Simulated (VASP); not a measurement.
Here is a VASP 6.6.1 calculation.

The input POSCAR:

```
Cu
1.0
    2.5340970000      0.0000000000      0.0000000000
   -1.2670480000      2.1945920000      0.0000000000
    0.0000000000      0.0000000000      4.1125710000
Cu
2
Direct
    0.3333333333      0.6666666667      0.2500000000
    0.6666666667      0.3333333333      0.7500000000
```

The input INCAR.step1:

```
SYSTEM = Cu
PREC     = Accurate       ! precision mode
ENCUT    = 520            ! plane-wave cutoff, eV
ISMEAR   = -1             ! smearing method
SIGMA    = 0.1            ! smearing width, eV
LREAL    = .False.        ! projectors in reciprocal space
LASPH    = .True.         ! aspherical terms in the spheres
NELM     = 60             ! most SCF steps
NBANDS   = 18             ! bands
GGA      = PE             ! functional
ALGO     = Normal         ! electronic algorithm
EDIFF    = 1E-4           ! SCF threshold, eV
LWAVE    = .True.         ! write WAVECAR
LCHARG   = .False.        ! write CHGCAR
```

Contents of INCAR.step2:

```
SYSTEM = Cu
PREC     = Accurate       ! precision mode
ENCUT    = 520            ! plane-wave cutoff, eV
EDIFF    = 1E-6           ! SCF threshold, eV
ISMEAR   = -1             ! smearing method
SIGMA    = 0.1            ! smearing width, eV
LREAL    = .False.        ! projectors in reciprocal space
LASPH    = .True.         ! aspherical terms in the spheres
NELM     = 60             ! most SCF steps
ALGO     = Normal         ! electronic algorithm
ISIF     = 2              ! what is computed and relaxed
LWAVE    = .False.        ! write WAVECAR
LCHARG   = .False.        ! write CHGCAR
METAGGA  = R2SCAN         ! meta-GGA
LMIXTAU  = .True.       
NBANDS   = 18             ! bands
ISTART   = 1
```

File KPOINTS:

```
Automatic mesh
0
Gamma
  16 16 9
  0 0 0
```

Potentials or basis: VASP PAW PBE potentials, release 64 (Cu).

The run is started by

```console
$ cat potpaw_PBE.64/Cu/POTCAR > POTCAR
$ cp INCAR.step1 INCAR
$ mpirun -np 1 vasp_std > vasp.out
$ cp INCAR.step2 INCAR
$ mpirun -np 1 vasp_std > vasp.out
```

Question: Estimate the band gap on the k mesh.

Answer: Zero (band 11 reaches 11.32 eV, above the bottom of band 12 at 5.75 eV).

Question: What does it give for the pressure?

Answer: 1.1 GPa.

Stress tensor (GPa, compression positive):
```
0.59 0.00 0.00
0.00 0.59 0.00
0.00 0.00 1.98
```

Caveat: the PAW data sets were made with another functional, which shifts forces and pressure a little.
